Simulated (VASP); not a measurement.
# BaZnSbF (P4/nmm) in VASP: single point with PBE

Aim: the single point of BaZnSbF with PBE.

Program: VASP 6.6.1. These are calculated values, not measurements. Logs are shortened: lines on timing, memory, paths and dates and some standing lists are left out, and cuts for length are marked.

**1. The cell of the first run**

Symmetry: P4/nmm, No. 129, tetragonal system. Conventional cell: a = 4.422 Å, b = 4.422 Å, c = 9.743 Å, α = 90.00°, β = 90.00°, γ = 90.00°. Within 3.7 Å of Ba (site symmetry 4mm) lie 4 F at 2.65 Å and 4 Sb at 3.61 Å. Within 3.5 Å of F (site symmetry -4m2) lie 4 Ba at 2.65 Å and 4 F at 3.13 Å. Zn (site symmetry -4m2) has 4 Sb at 2.74 Å and 4 Zn at 3.13 Å within 3.6 Å. Within 3.7 Å of Sb (site symmetry 4mm) lie 4 Zn at 2.74 Å and 4 Ba at 3.61 Å.

**2. Single point, PBE**

Contents of INCAR:

```
SYSTEM = BaZnSbF
PREC = Accurate
ENCUT = 520
EDIFF = 1E-6
ISMEAR = 1
SIGMA = 0.0849
LREAL = .False.
LASPH = .True.
NELM = 100
ALGO = Normal
ISIF = 2
LWAVE = .False.
LCHARG = .False.
GGA = PE
NBANDS = 44
```

Contents of KPOINTS:

```
Automatic mesh
0
Gamma
  6 6 3
  0 0 0
```

Contents of POSCAR:

```
BaZnSbF
1.0
    4.4218540000      0.0000000000      0.0000000000
    0.0000000000      4.4218540000      0.0000000000
    0.0000000000      0.0000000000      9.7425660000
Ba F Zn Sb
2 2 2 2
Direct
    0.7500000000      0.7500000000      0.3507900000
    0.2500000000      0.2500000000      0.6492100000
    0.2500000000      0.7500000000      0.5000000000
    0.7500000000      0.2500000000      0.5000000000
    0.2500000000      0.7500000000      0.0000000000
    0.7500000000      0.2500000000      0.0000000000
    0.2500000000      0.2500000000      0.1660400000
    0.7500000000      0.7500000000      0.8339600000
```

Potentials or basis: VASP PAW PBE potentials, release 64 (Ba_sv, F, Zn, Sb).

Launch:

```
> cat potpaw_PBE.64/Ba_sv/POTCAR potpaw_PBE.64/F/POTCAR potpaw_PBE.64/Zn/POTCAR potpaw_PBE.64/Sb/POTCAR > POTCAR
> mpirun -np 1 vasp_std > vasp.out
```

OUTCAR:

```text
SYSTEM = BaZnSbF
   PREC = Accurate
   ENCUT = 520
   EDIFF = 1E-6
   ISMEAR = 1
   LREAL = .False.
   LASPH = .True.
   NELM = 100
   ISIF = 2
   GGA = PE

 ion  position               nearest neighbor table
   1  0.750  0.750  0.351-   3 2.65   4 2.65   4 2.65   3 2.65   7 3.61   7 3.61   7 3.61   7 3.61
                             2 4.27   2 4.27   2 4.27   2 4.27
   2  0.250  0.250  0.649-   3 2.65   4 2.65   3 2.65   4 2.65   8 3.61   8 3.61   8 3.61   8 3.61
                             1 4.27   1 4.27   1 4.27   1 4.27
   3  0.250  0.750  0.500-   1 2.65   2 2.65   2 2.65   1 2.65
   4  0.750  0.250  0.500-   1 2.65   2 2.65   1 2.65   2 2.65
   5  0.250  0.750  0.000-   7 2.74   8 2.74   7 2.74   8 2.74
   6  0.750  0.250  0.000-   7 2.74   8 2.74   8 2.74   7 2.74
   7  0.250  0.250  0.166-   5 2.74   6 2.74   5 2.74   6 2.74   1 3.61   1 3.61   1 3.61   1 3.61

   8  0.750  0.750  0.834-   5 2.74   6 2.74   6 2.74   5 2.74   2 3.61   2 3.61   2 3.61   2 3.61

  LATTYP: Found a simple tetragonal cell.
 ALAT       =     4.4218540000
 C/A-ratio  =     2.2032762728

  Lattice vectors:

 A1 = (   4.4218540000,   0.0000000000,   0.0000000000)
 A2 = (   0.0000000000,   4.4218540000,   0.0000000000)
 A3 = (   0.0000000000,   0.0000000000,   9.7425660000)

Analysis of symmetry for initial positions (statically):
=====================================================================
 Subroutine PRICEL returns:
 Original cell was already a primitive cell.

 Routine SETGRP: Setting up the symmetry group for a
 simple tetragonal supercell.

 Subroutine GETGRP returns: Found 16 space group operations
 (whereof  4 operations were pure point group operations)
 out of a pool of 16 trial point group operations.

The static configuration has the point symmetry C_2h.
 The point group associated with its full space group is D_4h.

Analysis of symmetry for dynamics (positions and initial velocities):
=====================================================================
 Subroutine PRICEL returns:
 Original cell was already a primitive cell.

 Routine SETGRP: Setting up the symmetry group for a
 simple tetragonal supercell.

 Subroutine GETGRP returns: Found 16 space group operations
 (whereof  4 operations were pure point group operations)
 out of a pool of 16 trial point group operations.

The dynamic configuration has the point symmetry C_2h.
 The point group associated with its full space group is D_4h.

 Subroutine INISYM returns: Found 16 space group operations
 (whereof  4 operations are pure point group operations),
 and found     1 'primitive' translations

----------------------------------------------------------------------------------------

                                     Primitive cell

  volume of cell :     190.4944

  direct lattice vectors                    reciprocal lattice vectors
     4.421854000  0.000000000  0.000000000     0.226149484  0.000000000  0.000000000
     0.000000000  4.421854000  0.000000000     0.000000000  0.226149484  0.000000000
     0.000000000  0.000000000  9.742566000     0.000000000  0.000000000  0.102642363

  length of vectors
     4.421854000  4.421854000  9.742566000     0.226149484  0.226149484  0.102642363

  position of ions in fractional coordinates (direct lattice)
     0.750000000  0.750000000  0.350790000
     0.250000000  0.250000000  0.649210000
     0.250000000  0.750000000  0.500000000
     0.750000000  0.250000000  0.500000000
     0.250000000  0.750000000  0.000000000
     0.750000000  0.250000000  0.000000000
     0.250000000  0.250000000  0.166040000
     0.750000000  0.750000000  0.833960000

  ion indices of the primitive-cell ions
   primitive index   ion index
                 1           1
                 2           2
                 3           3
                 4           4
                 5           5
                 6           6
                 7           7
                 8           8

----------------------------------------------------------------------------------------

 KPOINTS: Automatic mesh

Automatic generation of k-mesh.
 Grid dimensions read from file:
 generate k-points for:    6    6    3

 Generating k-lattice:

  Cartesian coordinates                     Fractional coordinates (reciprocal lattice)
     0.037691581  0.000000000  0.000000000     0.166666667  0.000000000  0.000000000
     0.000000000  0.037691581  0.000000000     0.000000000  0.166666667  0.000000000
     0.000000000  0.000000000  0.034214121     0.000000000  0.000000000  0.333333333

  Length of vectors
     0.037691581  0.037691581  0.034214121

  Shift w.r.t. Gamma in fractional coordinates (k-lattice)
     0.000000000  0.000000000  0.000000000

 Subroutine IBZKPT returns following result:
 ===========================================

 Found     20 irreducible k-points:

 Following reciprocal coordinates:
            Coordinates               Weight
  0.000000  0.000000  0.000000      1.000000
  0.166667  0.000000  0.000000      4.000000
  0.333333  0.000000  0.000000      4.000000
  0.500000  0.000000  0.000000      2.000000
  0.166667  0.166667  0.000000      4.000000
  0.333333  0.166667  0.000000      8.000000
[... 12 lines left out ...]
  0.500000  0.333333  0.333333      8.000000
  0.500000  0.500000  0.333333      2.000000
   k-points           NKPTS =     20   k-points in BZ     NKDIM =     20   number of bands    NBANDS=     44
   number of dos      NEDOS =    301   number of ions     NIONS =      8
   total plane-waves  NPLWV =  93312
   dimension x,y,z NGX =    36 NGY =   36 NGZ =   72
   dimension x,y,z NGXF=    72 NGYF=   72 NGZF=  144
   ions per type =               2   2   2   2
   NGX,Y,Z   is equivalent  to a cutoff of  13.53, 13.53, 12.29 a.u.
   NGXF,Y,Z  is equivalent  to a cutoff of  27.07, 27.07, 24.57 a.u.
 SYSTEM =  BaZnSbF
   PREC   = accura    normal or accurate (medium, high low for compatibility)
   ISTART =      0    job   : 0-new  1-cont  2-samecut
   ICHARG =      2    charge: 1-file 2-atom 10-const
   ISPIN  =      1    spin polarized calculation?
   LNONCOLLINEAR =      F non collinear calculations
   LSORBIT =      F    spin-orbit coupling
   LASPH  =      T    aspherical Exc in radial PAW
   ENCUT  =  520.0 eV  38.22 Ry    6.18 a.u.   8.22  8.22 18.11*2*pi/ulx,y,z
   NELM   =    100;   NELMIN=  2; NELMDL= -5     # of ELM steps
   EDIFF  = 0.1E-05   stopping-criterion for ELM
   LREAL  =      F    real-space projection
   EDIFFG = 0.1E-04   stopping-criterion for IOM
   NSW    =      0    number of steps for IOM
   IBRION =     -1    ionic relax: 0-MD 1-quasi-New 2-CG
   NFREE  =      0    steps in history (QN), initial steepest desc. (CG)
   ISIF   =      2    stress and relaxation
   ISYM   =      2    0-nonsym 1-usesym 2-fastsym
   POTIM  = 0.5000    time-step for ionic-motion
   TEBEG  =    0.0;   TEEND  =   0.0 temperature during run
   PSTRESS=    0.0 pullay stress
   NELECT =      68.0000    total number of electrons
   NUPDOWN=      -1.0000    fix difference up-down
   EMIN   =  10.00;   EMAX   =-10.00  energy-range for DOS
   EFERMI =   0.00;   METHOD = LEGACY
   ISMEAR =     1;   SIGMA  =   0.08  broadening in eV -4-tet -1-fermi 0-gaus
   EFERMI_NEDOS =   21; number of points for ismear=-14 and -15
   IALGO  =     38    algorithm
   IMIX   =      4    mixing-type and parameters
     AMIX     =   0.40;   BMIX     =  1.00
     AMIX_MAG =   1.60;   BMIX_MAG =  1.00
  volume/ion in A,a.u.               =      23.81       160.69
  Fermi-wavevector in a.u.,A,eV,Ry     =   1.161316  2.194569 18.349564  1.348655
  Thomas-Fermi vector in A             =   2.297889
   LORBIT       =      0    0 simple, 1 ext, 2 COOP (PROOUT), +10 PAW based schemes
   GGA     = PE    functional components
   LHFCALC =     F    Hartree Fock is set to
   AEXX    =    0.0000 exact exchange contribution
   IVDW    =     0    specifies the selected vdW correction
   LEPSILON=     F    determine dielectric tensor
   LRPA    =     F    only Hartree local field effects (RPA)
 non-spin polarized calculation
 Methfessel and Paxton  Order N= 1 SIGMA  =   0.08
  energy-cutoff  :      520.00
  volume of cell :      190.49
 maximum number of plane-waves:      5160
 NGX is ok and might be reduce to    36
   NGX = 17   NGY = 17   NGZ = 37

 number of electron      67.9999971 magnetization

 Free energy of the ion-electron system (eV)
  ---------------------------------------------------
  ext. energy  EPLUGINS =         0.00000000
  ---------------------------------------------------
  free energy    TOTEN  =       -32.13348218 eV

  energy without entropy =      -32.13304190  energy(sigma->0) =      -32.13333542

 E-fermi :   4.1721     XC(G=0):  -9.5083

 val. band max:        4.0988173573   @ k =   0.1667   0.0000   0.0000
 cond. band min:       4.1724935558   @ k =   0.0000   0.0000   0.3333
 fundamental gap:      0.0736761985
 Fermi energy:         4.1721419417

 k-point     1 :       0.0000    0.0000    0.0000
  band No.  band energies     occupation
      1     -23.9421      2.00000
      2     -23.7562      2.00000
      3     -19.9458      2.00000
      4     -19.9333      2.00000
      5      -9.1430      2.00000
      6      -9.1430      2.00000
[... 36 lines left out ...]
     43       8.4431      0.00000
     44       8.8107      0.00000

 k-point     2 :       0.1667    0.0000    0.0000
  band No.  band energies     occupation
      1     -23.9180      2.00000
      2     -23.7559      2.00000
      3     -19.9635      2.00000
      4     -19.9542      2.00000
      5      -9.2250      2.00000
      6      -9.1159      2.00000
[... 36 lines left out ...]
     43       8.4179      0.00000
     44       8.4279      0.00000

 k-point     3 :       0.3333    0.0000    0.0000
  band No.  band energies     occupation
      1     -23.8596      2.00000
      2     -23.7647      2.00000
      3     -19.9995      2.00000
      4     -19.9960      2.00000
      5      -9.2509      2.00000
      6      -9.1334      2.00000
[... 788 lines left out ...]
     43       9.5395      0.00000
     44       9.5403      0.00000

 k-point    20 :       0.5000    0.5000    0.3333
  band No.  band energies     occupation
      1     -23.7479      2.00000
      2     -23.7479      2.00000
      3     -20.0964      2.00000
      4     -20.0964      2.00000
      5      -9.1956      2.00000
      6      -9.1956      2.00000
[... 36 lines left out ...]
     43      10.1388      0.00000
     44      10.1390      0.00000

------------------------ aborting loop because EDIFF is reached ----------------------------------------

  FORCE on cell =-STRESS in cart. coord.  units (eV):
  Direction    XX          YY          ZZ          XY          YZ          ZX
  --------------------------------------------------------------------------------------
  -------------------------------------------------------------------------------------
  Total        3.3687604      3.3687604      2.9173654     -0.0000000      0.0000000      0.0000000
  in kB       28.3333911     28.3333911     24.5368751     -0.0000000      0.0000000      0.0000000
  external PRESSURE =      27.0678858 kB  Pullay stress =       0.0000000 kB

 VOLUME and BASIS-vectors are now :
 -----------------------------------------------------------------------------
  energy-cutoff  :      520.00
  volume of cell :      190.49
      direct lattice vectors                 reciprocal lattice vectors
     4.421854000  0.000000000  0.000000000     0.226149484  0.000000000  0.000000000
     0.000000000  4.421854000  0.000000000     0.000000000  0.226149484  0.000000000
     0.000000000  0.000000000  9.742566000     0.000000000  0.000000000  0.102642363

 POSITION                                       TOTAL-FORCE (eV/Angst)
 -----------------------------------------------------------------------------------
      3.31639      3.31639      3.41759         0.000000      0.000000     -0.297965
      1.10546      1.10546      6.32497         0.000000      0.000000      0.297965
      1.10546      3.31639      4.87128        -0.000000     -0.000000     -0.000000
      3.31639      1.10546      4.87128        -0.000000      0.000000     -0.000000
      1.10546      3.31639      0.00000         0.000000     -0.000000     -0.000000
      3.31639      1.10546      0.00000        -0.000000      0.000000     -0.000000
      1.10546      1.10546      1.61766         0.000000      0.000000      0.182176
      3.31639      3.31639      8.12491        -0.000000      0.000000     -0.182176
 -----------------------------------------------------------------------------------
    total drift:                                0.000000      0.000000      0.000000

  FREE ENERGIE OF THE ION-ELECTRON SYSTEM (eV)
  ---------------------------------------------------
  free  energy   TOTEN  =       -32.1334821791 eV

  energy  without entropy=      -32.1330418972  energy(sigma->0) =      -32.13333542
```

Run time: 89 s. Hardware: 1 thread of Intel Xeon 6975P-C (Granite Rapids), shared host; peak memory 0.39 GiB.

What came out:

* Free energy: -32.1335 eV
* Pressure: 2.7 GPa
* Largest force: 0.298 eV/Å
* Band gap on the k mesh: zero (bands 34 and 35 overlap by 0.01 eV)

Forces on the atoms (eV/Å):
```
Ba   0.000  0.000 -0.298
Ba   0.000  0.000  0.298
F    0.000  0.000  0.000
F    0.000  0.000  0.000
Zn   0.000  0.000  0.000
Zn   0.000  0.000  0.000
Sb   0.000  0.000  0.182
Sb   0.000  0.000 -0.182
```

Levels at points of the mesh, in eV from the Fermi level:
| k point | band 31 | band 32 | band 33 | band 34 | band 35 | band 36 | band 37 | band 38 |
| --- | --- | --- | --- | --- | --- | --- | --- | --- |
| (0.00, 0.00, 0.00) | -2.05 | -0.82 | -0.46 | 0.01 | 0.01 | 1.28 | 2.02 | 2.08 |
| (0.50, 0.00, 0.00) | -1.40 | -1.40 | -0.84 | -0.84 | 1.51 | 1.51 | 2.32 | 2.32 |
| (0.50, 0.50, 0.00) | -2.63 | -2.63 | -2.53 | -2.53 | 1.73 | 1.73 | 1.88 | 1.88 |

Caveat: spin-orbit coupling is left out, which moves the levels of the heavy elements.
